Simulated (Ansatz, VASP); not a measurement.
## Ru: VASP beside Ansatz

```
CELL_PARAMETERS angstrom
2.70783 0.00000 0.00000
-1.35391 2.34505 0.00000
0.00000 0.00000 4.26810
ATOMIC_POSITIONS crystal
Ru 0.33333 0.66667 0.25000
Ru 0.66667 0.33333 0.75000
```

Alike in both runs: task relaxation of cell and atoms; functional PBEsol; k mesh 15 × 15 × 8; occupations gaussian, width 0.1 eV; no spin polarisation.

|  | VASP | Ansatz |
| --- | --- | --- |
| version | VASP 6.6.1 | Ansatz 0.2.0 |
| potentials or method | VASP PAW PBE potentials, release 64 (Ru_pv), cutoff 600 eV | scalar-relativistic, plane waves, PAW |
| valence electrons in the cell | 28 | 32 |

```tsv
	VASP	Ansatz	Ansatz less VASP
gap on the k mesh at the Fermi level, each at its own relaxed structure (eV)	none	none	-
relaxed volume (Å³/atom)	13.32	13.32	+0.005
relaxed length of the cell vector where the two differ most in proportion (Å)	4.251	4.251	+0.0006
```

VASP's potentials were made for PBE, not for PBEsol, and Ansatz warns of the same on its side. A gap of «none» marks a metal or a gap that the smearing closes. VASP's potentials hold 28 valence electrons a cell and Ansatz's 32, so a difference there can come from the potentials and not from the codes.
